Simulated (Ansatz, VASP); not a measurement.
# Na: VASP beside Ansatz

POSCAR

```
Na
1.0
    0.0000000000      3.8651431737      3.8651431737
    3.8651431737      0.0000000000      3.8651431737
    3.8651431737      3.8651431737      0.0000000000
Na
2
Direct
    0.1250000000      0.1250000000      0.1250000000
    0.8750000000      0.8750000000      0.8750000000
```

Contents of INCAR.step1:

```
SYSTEM = Na
PREC = Accurate
ENCUT = 520
ISMEAR = -1
SIGMA = 0.1
LREAL = .FALSE.
LASPH = .TRUE.
NELM = 80
NBANDS = 14
GGA = PE
ALGO = Normal
EDIFF = 1E-4
LWAVE = .TRUE.
LCHARG = .FALSE.
```

The input INCAR.step2:

```
SYSTEM = Na
PREC = Accurate
ENCUT = 520
EDIFF = 1E-7
ISMEAR = -1
SIGMA = 0.1
LREAL = .FALSE.
LASPH = .TRUE.
NELM = 80
ALGO = Normal
ISIF = 2
LWAVE = .FALSE.
LCHARG = .FALSE.
METAGGA = R2SCAN
LMIXTAU = .TRUE.
NBANDS = 14
ISTART = 1
```

File KPOINTS:

```
regular mesh
0
G
  8 8 8
  0 0 0
```

Input for Ansatz:

```yaml
crystal:
  lattice:
    - [0.0, 3.8651431737, 3.8651431737]
    - [3.8651431737, 0.0, 3.8651431737]
    - [3.8651431737, 3.8651431737, 0.0]
  atoms:
    - { symbol: Na, position: [0.125, 0.125, 0.125] }
    - { symbol: Na, position: [0.875, 0.875, 0.875] }
hamiltonian:
  xc: r2scan
  pseudopotentials:
    kind: paw
    azcp:
      Na: "pseudopotentials/Na.paw.azcp"
basis:
  ecutwfc: 500
  fft_grid_basis: typed
kpoints:
  mp_grid: { grid: [8, 8, 8], shift: [0, 0, 0] }
magnetization:
  spin_polarized: false
scf:
  occupations: { method: fermi_dirac, width: 0.1 }
  lower_state_search: "off"
output:
  stress: true
```

Alike in both runs: task single point; functional r2SCAN; k mesh 8 × 8 × 8; occupations fermi-dirac, width 0.1 eV; no spin polarisation.

|  | VASP | Ansatz |
| --- | --- | --- |
| version | VASP 6.6.1 | Ansatz 0.2.0 |
| potentials or method | VASP PAW PBE potentials, release 64 (Na_pv), cutoff 520 eV | plane waves (500 eV) with PAW, scalar-relativistic |
| valence electrons in the cell | 14 | 18 |

|  | VASP | Ansatz | Ansatz less VASP |
| --- | --- | --- | --- |
| pressure (GPa) | -0.2 | -0.1 | +0.07 |

VASP's potentials were made for PBE, not for r2SCAN. The functional is the same, so the differences come from potentials, cutoffs and numerics. VASP's potentials hold 14 valence electrons a cell and Ansatz's 18, so a difference there can come from the potentials and not from the codes.
